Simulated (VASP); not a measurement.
A run of VASP 6.6.1 is set up as follows.

Contents of INCAR:

```
PREC = Accurate
ENCUT = 600
EDIFF = 1E-6
ISMEAR = -1
SIGMA = 0.02
LREAL = False
LASPH = True
NELM = 80
ALGO = Normal
ISIF = 3
LWAVE = False
LCHARG = False
GGA = PE
IBRION = 2
NSW = 80
EDIFFG = -0.005
```

Contents of KPOINTS:

```
Automatic mesh
0
Gamma
  4 4 4
```

File POSCAR:

```
In4Sb3As
1.0
    6.3110735275      0.0000000000      0.0000000000
    0.0000000000      6.3110735275      0.0000000000
    0.0000000000      0.0000000000      6.3110735275
As In Sb
1 4 3
Direct
    0.0000000000      0.0000000000      0.0000000000
    0.7500000000      0.7500000000      0.7500000000
    0.2500000000      0.2500000000      0.7500000000
    0.2500000000      0.7500000000      0.2500000000
    0.7500000000      0.2500000000      0.2500000000
    0.5000000000      0.5000000000      0.0000000000
    0.5000000000      0.0000000000      0.5000000000
    0.0000000000      0.5000000000      0.5000000000
```

Potentials or basis: VASP PAW PBE potentials, release 64 (As, In_d, Sb).

The run is started by

```sh
$ cat potpaw_PBE.64/As/POTCAR potpaw_PBE.64/In_d/POTCAR potpaw_PBE.64/Sb/POTCAR > POTCAR
$ mpirun -np 1 vasp_std > vasp.out
```

Q: What does it give for the band gap on the k mesh?

A: Zero (bands 36 and 37 overlap by 0.01 eV).

Q: Estimate the relaxed volume.

A: 34.74 Å³/atom.

Step by step:
| step | energy change (eV) | largest force (eV/Å) | pressure (GPa) | volume (Å³) |
| --- | --- | --- | --- | --- |
| 1 | 0.0000 | 0.9553 | 5.35 | 251.37 |
| 2 | -0.4633 | 0.3305 | -1.60 | 291.53 |
| 3 | -0.5097 | 0.4574 | -0.32 | 281.01 |
| 4 | -0.5455 | 0.2928 | -0.18 | 279.61 |
| 5 | -0.5683 | 0.0130 | 0.09 | 277.42 |
| 6 | -0.5683 | 0.0029 | 0.09 | 277.34 |
| 7 | -0.5684 | 0.0089 | -0.03 | 278.24 |
| 8 | -0.5684 | 0.0029 | 0.01 | 277.92 |

Caveat: semilocal functionals underestimate gaps, so a narrow gap can read as zero; spin-orbit coupling is left out, which moves the levels of the heavy elements.
